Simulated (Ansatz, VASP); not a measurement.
**One calculation of SnO2, two programs**

Contents of INCAR:

```
ALGO = Normal
EDIFF = 1E-7
ENCUT = 520
GGA = PS
ISIF = 2
ISMEAR = -1
LASPH = True
LCHARG = False
LREAL = False
LWAVE = False
NBANDS = 35
NELM = 100
PREC = Accurate
SIGMA = 0.05
```

Contents of KPOINTS:

```
k-points
0
Gamma
  9 9 9
```

POSCAR

```
SnO2
1.0
   -2.0392956017      2.0392956017      5.2241686594
    2.0392956017     -2.0392956017      5.2241686594
    2.0392956017      2.0392956017     -5.2241686594
Sn O
2 4
Direct
    0.0000000000      0.0000000000      0.0000000000
    0.7500000000      0.2500000000      0.5000000000
    0.5465225900      0.0465225900      0.5000000000
    0.2034774100      0.2034774100      0.0000000000
    0.9534774100      0.4534774100      0.5000000000
    0.7965225900      0.7965225900      0.0000000000
```

input.yaml

```yaml
crystal:
  lattice:
    - [-2.0392956017, 2.0392956017, 5.2241686594]
    - [2.0392956017, -2.0392956017, 5.2241686594]
    - [2.0392956017, 2.0392956017, -5.2241686594]
  atoms:
    - { symbol: Sn, position: [0.0, 0.0, 0.0] }
    - { symbol: Sn, position: [0.75, 0.25, 0.5] }
    - { symbol: O, position: [0.54652259, 0.04652259, 0.5] }
    - { symbol: O, position: [0.20347741, 0.20347741, 0.0] }
    - { symbol: O, position: [0.95347741, 0.45347741, 0.5] }
    - { symbol: O, position: [0.79652259, 0.79652259, 0.0] }
kpoints:
  mp_grid: { grid: [9, 9, 9] }
scf:
  occupations: { method: fermi_dirac, width: 0.05 }
hamiltonian:
  xc: pbesol
  pseudopotentials: { kind: all_electron, lapw: { basis_error: 0.001 } }
output:
  forces: true
  stress: true
  eigenvalues: true
```

Change from the starting cell: volume scaled by 1.06.

Alike in both runs: task single point; functional PBEsol; k mesh 9 × 9 × 9; occupations fermi-dirac, width 0.05 eV; no spin polarisation.

|  | VASP | Ansatz |
| --- | --- | --- |
| version | VASP 6.6.1 | Ansatz 0.2.0 |
| potentials or method | VASP PAW PBE potentials, release 64 (Sn_d, O), cutoff 520 eV | all-electron LAPW, scalar-relativistic |

|  | VASP | Ansatz | Ansatz less VASP |
| --- | --- | --- | --- |
| gap on the k mesh at the Fermi level (eV) | 0.97 | 0.98 | +0.012 |
| least direct gap on the mesh (eV) | 1.31 | 1.32 | +0.012 |
| pressure (GPa) | -7.8 | -8.3 | -0.47 |
| traceless stress, the component that is largest in VASP (GPa) | -1.72 | -1.86 | -0.139 |
| rms of the force components (eV/Å) | 0.177 | 0.187 | +0.0106 |

VASP's potentials were made for PBE, not for PBEsol. Atom by atom the forces differ by 0.011 eV/Å (rms over components). Ansatz ran all-electron here, and VASP with PAW potentials.
